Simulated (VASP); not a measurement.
# ZnBi3 (Pm-3m) in VASP: a series of runs

ZnBi3 is run at these levels: LDA, PBEsol, RPBE, revPBE, BLYP; tasks: single point.

All numbers are computed with VASP 6.6.1; they aren't measurements. Logs are shortened: lines on timing, memory, paths and dates and some standing lists are left out, and cuts for length are marked.

### 1 The cell of the first run

Symmetry: Pm-3m, No. 221, cubic system. The conventional cell has a = 4.873 Å, b = 4.873 Å, c = 4.873 Å, α = 90.00°, β = 90.00°, γ = 90.00°. Within 4.5 Å of Bi (site symmetry 4/mmm) lie 8 Bi at 3.45 Å and 4 Zn at 3.45 Å. Within 4.5 Å of Zn (site symmetry m-3m) lie 12 Bi at 3.45 Å.

### 2 Single point, LDA

Input file INCAR:

```
SYSTEM = ZnBi3
PREC = Accurate
ENCUT = 520
EDIFF = 1E-6
ISMEAR = -1
SIGMA = 0.05
LREAL = .FALSE.
LASPH = .TRUE.
NELM = 80
ALGO = Fast
ISIF = 2
LWAVE = .FALSE.
LCHARG = .FALSE.
GGA = CA
NBANDS = 36
```

Input file KPOINTS:

```
Automatic mesh
0
G
  3 3 3
  0 0 0
```

Input file POSCAR:

```
ZnBi3
1.0
    4.8731640000      0.0000000000      0.0000000000
    0.0000000000      4.8731640000      0.0000000000
    0.0000000000      0.0000000000      4.8731640000
Bi Zn
3 1
Direct
    0.5000000000      0.5000000000      0.0000000000
    0.5000000000      0.0000000000      0.5000000000
    0.0000000000      0.5000000000      0.5000000000
    0.0000000000      0.0000000000      0.0000000000
```

Potentials or basis: VASP PAW LDA potentials, release 64 (Bi_d, Zn).

Command:

```
$ cat potpaw_LDA.64/Bi_d/POTCAR potpaw_LDA.64/Zn/POTCAR > POTCAR
$ mpirun -np 1 vasp_std > vasp.out
```

OUTCAR:

```text
SYSTEM = ZnBi3
   PREC = Accurate
   ENCUT = 520
   EDIFF = 1E-6
   ISMEAR = -1
   LREAL = .FALSE.
   LASPH = .TRUE.
   NELM = 80
   ISIF = 2
   GGA = CA

 ion  position               nearest neighbor table
   1  0.500  0.500  0.000-   2 3.45   3 3.45   4 3.45   2 3.45   3 3.45   2 3.45   4 3.45   2 3.45
                             3 3.45   4 3.45   3 3.45   4 3.45
   2  0.500  0.000  0.500-   1 3.45   3 3.45   4 3.45   1 3.45   4 3.45   1 3.45   3 3.45   1 3.45
                             3 3.45   4 3.45   4 3.45   3 3.45
   3  0.000  0.500  0.500-   1 3.45   2 3.45   4 3.45   1 3.45   4 3.45   2 3.45   4 3.45   4 3.45
                             1 3.45   2 3.45   1 3.45   2 3.45
   4  0.000  0.000  0.000-   1 3.45   2 3.45   3 3.45   2 3.45   3 3.45   1 3.45   3 3.45   3 3.45
                             1 3.45   2 3.45   2 3.45   1 3.45

  LATTYP: Found a simple cubic cell.
 ALAT       =     4.8731640000

  Lattice vectors:

 A1 = (   4.8731640000,   0.0000000000,   0.0000000000)
 A2 = (   0.0000000000,   4.8731640000,   0.0000000000)
 A3 = (   0.0000000000,   0.0000000000,   4.8731640000)

Analysis of symmetry for initial positions (statically):
=====================================================================
 Subroutine PRICEL returns:
 Original cell was already a primitive cell.

 Routine SETGRP: Setting up the symmetry group for a
 simple cubic supercell.

 Subroutine GETGRP returns: Found 48 space group operations
 (whereof 48 operations were pure point group operations)
 out of a pool of 48 trial point group operations.

The static configuration has the point symmetry O_h .

Analysis of symmetry for dynamics (positions and initial velocities):
=====================================================================
 Subroutine PRICEL returns:
 Original cell was already a primitive cell.

 Routine SETGRP: Setting up the symmetry group for a
 simple cubic supercell.

 Subroutine GETGRP returns: Found 48 space group operations
 (whereof 48 operations were pure point group operations)
 out of a pool of 48 trial point group operations.

The dynamic configuration has the point symmetry O_h .

 Subroutine INISYM returns: Found 48 space group operations
 (whereof 48 operations are pure point group operations),
 and found     1 'primitive' translations

----------------------------------------------------------------------------------------

                                     Primitive cell

  volume of cell :     115.7266

  direct lattice vectors                    reciprocal lattice vectors
     4.873164000  0.000000000  0.000000000     0.205205489  0.000000000  0.000000000
     0.000000000  4.873164000  0.000000000     0.000000000  0.205205489  0.000000000
     0.000000000  0.000000000  4.873164000     0.000000000  0.000000000  0.205205489

  length of vectors
     4.873164000  4.873164000  4.873164000     0.205205489  0.205205489  0.205205489

  position of ions in fractional coordinates (direct lattice)
     0.500000000  0.500000000  0.000000000
     0.500000000  0.000000000  0.500000000
     0.000000000  0.500000000  0.500000000
     0.000000000  0.000000000  0.000000000

  ion indices of the primitive-cell ions
   primitive index   ion index
                 1           1
                 2           2
                 3           3
                 4           4

----------------------------------------------------------------------------------------

 KPOINTS: Automatic mesh

Automatic generation of k-mesh.
 Grid dimensions read from file:
 generate k-points for:    3    3    3

 Generating k-lattice:

  Cartesian coordinates                     Fractional coordinates (reciprocal lattice)
     0.068401830  0.000000000  0.000000000     0.333333333  0.000000000  0.000000000
     0.000000000  0.068401830  0.000000000     0.000000000  0.333333333  0.000000000
     0.000000000  0.000000000  0.068401830     0.000000000  0.000000000  0.333333333

  Length of vectors
     0.068401830  0.068401830  0.068401830

  Shift w.r.t. Gamma in fractional coordinates (k-lattice)
     0.000000000  0.000000000  0.000000000

 Subroutine IBZKPT returns following result:
 ===========================================

 Found      4 irreducible k-points:

 Following reciprocal coordinates:
            Coordinates               Weight
  0.000000  0.000000  0.000000      1.000000
  0.333333  0.000000  0.000000      6.000000
  0.333333  0.333333  0.000000     12.000000
  0.333333  0.333333  0.333333      8.000000
   k-points           NKPTS =      4   k-points in BZ     NKDIM =      4   number of bands    NBANDS=     36
   number of dos      NEDOS =    301   number of ions     NIONS =      4
   total plane-waves  NPLWV =  46656
   dimension x,y,z NGX =    36 NGY =   36 NGZ =   36
   dimension x,y,z NGXF=    72 NGYF=   72 NGZF=   72
   ions per type =               3   1
   NGX,Y,Z   is equivalent  to a cutoff of  12.28, 12.28, 12.28 a.u.
   NGXF,Y,Z  is equivalent  to a cutoff of  24.56, 24.56, 24.56 a.u.
 SYSTEM =  ZnBi3
   PREC   = accura    normal or accurate (medium, high low for compatibility)
   ISTART =      0    job   : 0-new  1-cont  2-samecut
   ICHARG =      2    charge: 1-file 2-atom 10-const
   ISPIN  =      1    spin polarized calculation?
   LNONCOLLINEAR =      F non collinear calculations
   LSORBIT =      F    spin-orbit coupling
   LASPH  =      T    aspherical Exc in radial PAW
   ENCUT  =  520.0 eV  38.22 Ry    6.18 a.u.   9.06  9.06  9.06*2*pi/ulx,y,z
   NELM   =     80;   NELMIN=  2; NELMDL= -5     # of ELM steps
   EDIFF  = 0.1E-05   stopping-criterion for ELM
   LREAL  =      F    real-space projection
   EDIFFG = 0.1E-04   stopping-criterion for IOM
   NSW    =      0    number of steps for IOM
   IBRION =     -1    ionic relax: 0-MD 1-quasi-New 2-CG
   NFREE  =      0    steps in history (QN), initial steepest desc. (CG)
   ISIF   =      2    stress and relaxation
   ISYM   =      2    0-nonsym 1-usesym 2-fastsym
   POTIM  = 0.5000    time-step for ionic-motion
   TEBEG  =    0.0;   TEEND  =   0.0 temperature during run
   PSTRESS=    0.0 pullay stress
   NELECT =      57.0000    total number of electrons
   NUPDOWN=      -1.0000    fix difference up-down
   EMIN   =  10.00;   EMAX   =-10.00  energy-range for DOS
   EFERMI =   0.00;   METHOD = LEGACY
   ISMEAR =    -1;   SIGMA  =   0.05  broadening in eV -4-tet -1-fermi 0-gaus
   EFERMI_NEDOS =   21; number of points for ismear=-14 and -15
   IALGO  =     68    algorithm
   IMIX   =      4    mixing-type and parameters
     AMIX     =   0.40;   BMIX     =  1.00
     AMIX_MAG =   1.60;   BMIX_MAG =  1.00
  volume/ion in A,a.u.               =      28.93       195.24
  Fermi-wavevector in a.u.,A,eV,Ry     =   1.292872  2.443173 22.742372  1.671517
  Thomas-Fermi vector in A             =   2.424553
   LORBIT       =      0    0 simple, 1 ext, 2 COOP (PROOUT), +10 PAW based schemes
   GGA     = CA    functional components
   LHFCALC =     F    Hartree Fock is set to
   AEXX    =    0.0000 exact exchange contribution
   IVDW    =     0    specifies the selected vdW correction
   LEPSILON=     F    determine dielectric tensor
   LRPA    =     F    only Hartree local field effects (RPA)
 non-spin polarized calculation
 RMM-DIIS sequential band-by-band and
  energy-cutoff  :      520.00
  volume of cell :      115.73
 maximum number of plane-waves:      3129
   NGX = 19   NGY = 19   NGZ = 19

 number of electron      57.0000006 magnetization

 Free energy of the ion-electron system (eV)
  ---------------------------------------------------
  ext. energy  EPLUGINS =         0.00000000
  ---------------------------------------------------
  free energy    TOTEN  =       -14.44651291 eV

  energy without entropy =      -14.40016089  energy(sigma->0) =      -14.42333690

 E-fermi :   5.9760     XC(G=0): -10.4177

 val. band max:        5.9623270734   @ k =   0.3333   0.3333   0.0000
 cond. band min:       6.0186783203   @ k =   0.3333   0.0000   0.0000
 fundamental gap:      0.0563512469
 Fermi energy:         5.9760112507

 k-point     1 :       0.0000    0.0000    0.0000
  band No.  band energies     occupation
      1     -16.7673      2.00000
      2     -16.7673      2.00000
      3     -16.7673      2.00000
      4     -16.7459      2.00000
      5     -16.6502      2.00000
      6     -16.6502      2.00000
      7     -16.5854      2.00000
      8     -16.5854      2.00000
      9     -16.5854      2.00000
     10     -16.5854      2.00000
     11     -16.5854      2.00000
     12     -16.5045      2.00000
     13     -16.5029      2.00000
     14     -16.5029      2.00000
     15     -16.5029      2.00000
     16      -6.9188      2.00000
     17      -3.1469      2.00000
     18      -3.1469      2.00000
     19      -0.3900      2.00000
     20      -0.3900      2.00000
     21      -0.3900      2.00000
     22      -0.3462      2.00000
     23      -0.3462      2.00000
     24       2.3963      2.00000
     25       2.3963      2.00000
     26       2.3963      2.00000
     27       4.0090      2.00000
     28       7.1649      0.00000
     29       7.1649      0.00000
     30       7.1649      0.00000
     31       8.5278      0.00000
     32       8.5278      0.00000
     33       8.5278      0.00000
     34      11.4042      0.00000
     35      11.5819      0.00000
     36      11.5820      0.00000

 k-point     2 :       0.3333    0.0000    0.0000
  band No.  band energies     occupation
      1     -16.7623      2.00000
      2     -16.7110      2.00000
      3     -16.7047      2.00000
      4     -16.7047      2.00000
      5     -16.6471      2.00000
      6     -16.6186      2.00000
      7     -16.6164      2.00000
      8     -16.5905      2.00000
      9     -16.5905      2.00000
     10     -16.5904      2.00000
     11     -16.5849      2.00000
     12     -16.5660      2.00000
     13     -16.5660      2.00000
     14     -16.5336      2.00000
     15     -16.5028      2.00000
     16      -6.3542      2.00000
     17      -4.3934      2.00000
     18      -3.0553      2.00000
     19      -0.4253      2.00000
     20      -0.4253      2.00000
     21      -0.4067      2.00000
     22      -0.3899      2.00000
     23      -0.3651      2.00000
     24       2.5933      2.00000
     25       3.1624      2.00000
     26       3.1624      2.00000
     27       5.6984      1.99227
     28       5.6984      1.99227
     29       5.7478      1.97937
     30       6.0187      0.59746
     31       7.3073      0.00000
     32       8.5694      0.00000
     33       8.5694      0.00000
     34      10.8133      0.00000
     35      11.8204      0.00000
     36      11.8523      0.00000

 k-point     3 :       0.3333    0.3333    0.0000
  band No.  band energies     occupation
      1     -16.7128      2.00000
      2     -16.7106      2.00000
      3     -16.6894      2.00000
      4     -16.6697      2.00000
      5     -16.6618      2.00000
      6     -16.6209      2.00000
      7     -16.6145      2.00000
      8     -16.6070      2.00000
      9     -16.5964      2.00000
     10     -16.5920      2.00000
     11     -16.5798      2.00000
     12     -16.5755      2.00000
     13     -16.5698      2.00000
     14     -16.5556      2.00000
     15     -16.5339      2.00000
     16      -5.8019      2.00000
     17      -4.3730      2.00000
     18      -3.8624      2.00000
     19      -0.4241      2.00000
     20      -0.4212      2.00000
     21      -0.4158      2.00000
     22      -0.3756      2.00000
     23      -0.3598      2.00000
     24       1.4793      2.00000
     25       3.5163      2.00000
     26       3.9184      2.00000
     27       4.8545      2.00000
     28       5.3371      1.99999
     29       5.9623      1.13599
     30       6.8029      0.00000
     31       7.6764      0.00000
     32       8.1245      0.00000
     33       9.3113      0.00000
     34       9.7412      0.00000
     35      10.0973      0.00000
     36      13.1004      0.00000

 k-point     4 :       0.3333    0.3333    0.3333
  band No.  band energies     occupation
      1     -16.7203      2.00000
      2     -16.6978      2.00000
      3     -16.6978      2.00000
      4     -16.6633      2.00000
      5     -16.6633      2.00000
      6     -16.6415      2.00000
      7     -16.6405      2.00000
      8     -16.6313      2.00000
      9     -16.5927      2.00000
     10     -16.5927      2.00000
     11     -16.5711      2.00000
     12     -16.5711      2.00000
     13     -16.5473      2.00000
     14     -16.5473      2.00000
     15     -16.5098      2.00000
     16      -5.3059      2.00000
     17      -4.2098      2.00000
     18      -4.2098      2.00000
     19      -0.4076      2.00000
     20      -0.4000      2.00000
     21      -0.4000      2.00000
     22      -0.3541      2.00000
     23      -0.3541      2.00000
     24       1.2186      2.00000
     25       2.4312      2.00000
     26       2.7431      2.00000
     27       2.7431      2.00000
     28       5.3897      1.99998
     29       7.5973      0.00000
     30       7.5973      0.00000
     31       9.3213      0.00000
     32       9.8172      0.00000
     33       9.8172      0.00000
     34      10.3188      0.00000
     35      12.6833      0.00000
     36      12.7055      0.00000

------------------------ aborting loop because EDIFF is reached ----------------------------------------

  FORCE on cell =-STRESS in cart. coord.  units (eV):
  Direction    XX          YY          ZZ          XY          YZ          ZX
  --------------------------------------------------------------------------------------
  -------------------------------------------------------------------------------------
  Total       -2.5774095     -2.5774095     -2.5774095      0.0000000     -0.0000000     -0.0000000
  in kB      -35.6829643    -35.6829643    -35.6829643      0.0000000     -0.0000000     -0.0000000
  external PRESSURE =     -35.6829643 kB  Pullay stress =       0.0000000 kB

 VOLUME and BASIS-vectors are now :
 -----------------------------------------------------------------------------
  energy-cutoff  :      520.00
  volume of cell :      115.73
      direct lattice vectors                 reciprocal lattice vectors
     4.873164000  0.000000000  0.000000000     0.205205489  0.000000000  0.000000000
     0.000000000  4.873164000  0.000000000     0.000000000  0.205205489  0.000000000
     0.000000000  0.000000000  4.873164000     0.000000000  0.000000000  0.205205489

 POSITION                                       TOTAL-FORCE (eV/Angst)
 -----------------------------------------------------------------------------------
      2.43658      2.43658      0.00000         0.000000      0.000000      0.000000
      2.43658      0.00000      2.43658         0.000000      0.000000      0.000000
      0.00000      2.43658      2.43658         0.000000      0.000000      0.000000
      0.00000      0.00000      0.00000         0.000000      0.000000      0.000000
 -----------------------------------------------------------------------------------
    total drift:                                0.000000      0.000000      0.000000

  FREE ENERGIE OF THE ION-ELECTRON SYSTEM (eV)
  ---------------------------------------------------
  free  energy   TOTEN  =       -14.4465129104 eV

  energy  without entropy=      -14.4001608886  energy(sigma->0) =      -14.42333690
```

It took 23 s on 1 thread of Intel Xeon 6975P-C, shared host; peak memory 0.17 GiB.

Results:

```yaml
Free_energy: -14.4465 eV
Pressure: -3.6 GPa
```

Caveat: the k points lie up to 0.43 Å⁻¹ apart; spin-orbit coupling is left out, which moves the levels of the heavy elements.

(Part 1 of 2 ends here.)
